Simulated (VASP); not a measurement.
Write the native input for VASP 6.6.1 that does the following.

```yaml
Task: single point
Functional: PBE
Potentials_or_basis: VASP PAW PBE potentials, release 64 (Al, Ga_d, Sb)
Cutoff: 520 eV
k_mesh: 6 × 6 × 1
Occupations: gaussian, width 0.2 eV
Spin: no spin polarisation
Dipole_correction: no
Further_INCAR_settings: ALGO = Normal; EDIFF = 1e-06; NBANDS = 46
```

The structure of Al2GaSb3 lies in POSCAR:

```
Al2GaSb3
1.0
    4.3858988120      0.0000000000      0.0000000000
   -2.1929494060      3.7982997896      0.0000000000
    0.0000000000      0.0000000000     21.6724458000
Al Ga Sb
4 2 6
Direct
    0.0000000000      0.0000000000      0.1667870000
    0.6666666667      0.3333333333      0.9998820000
    0.6666666667      0.3333333333      0.3335250000
    0.6666666667      0.3333333333      0.6666060000
    0.0000000000      0.0000000000      0.5004350000
    0.0000000000      0.0000000000      0.8336380000
    0.0000000000      0.0000000000      0.2915540000
    0.0000000000      0.0000000000      0.6249450000
    0.0000000000      0.0000000000      0.9581500000
    0.6666666667      0.3333333333      0.1247310000
    0.6666666667      0.3333333333      0.4583900000
    0.6666666667      0.3333333333      0.7915590000
```

The input as run:

INCAR

```
PREC = Accurate
ENCUT = 520
EDIFF = 1E-6
ISMEAR = 0
SIGMA = 0.2
LREAL = False
LASPH = True
NELM = 60
ALGO = Normal
ISIF = 2
LWAVE = False
LCHARG = True
GGA = PE
LELF = True
LVHAR = True
NBANDS = 46
```

KPOINTS

```
Automatic mesh
0
Gamma
  6 6 1
```

Potentials or basis: VASP PAW PBE potentials, release 64 (Al, Ga_d, Sb).

Run with:

```console
$ cat potpaw_PBE.64/Al/POTCAR potpaw_PBE.64/Ga_d/POTCAR potpaw_PBE.64/Sb/POTCAR > POTCAR
$ mpirun -np 1 vasp_std > vasp.out
```

Results of the run:

```json
{
  "Pressure": "0.2 GPa",
  "Largest force": "0.016 eV/Å",
  "Band gap on the k mesh": "0.25 eV"
}
```

Caveat: spin-orbit coupling is left out, which moves the levels of the heavy elements; an odd mesh through Γ misses points on the zone boundary, where band edges can lie.

Run time: 4.3 min on 1 thread of Intel Xeon 8259CL, on a shared host, peak memory 0.53 GiB.
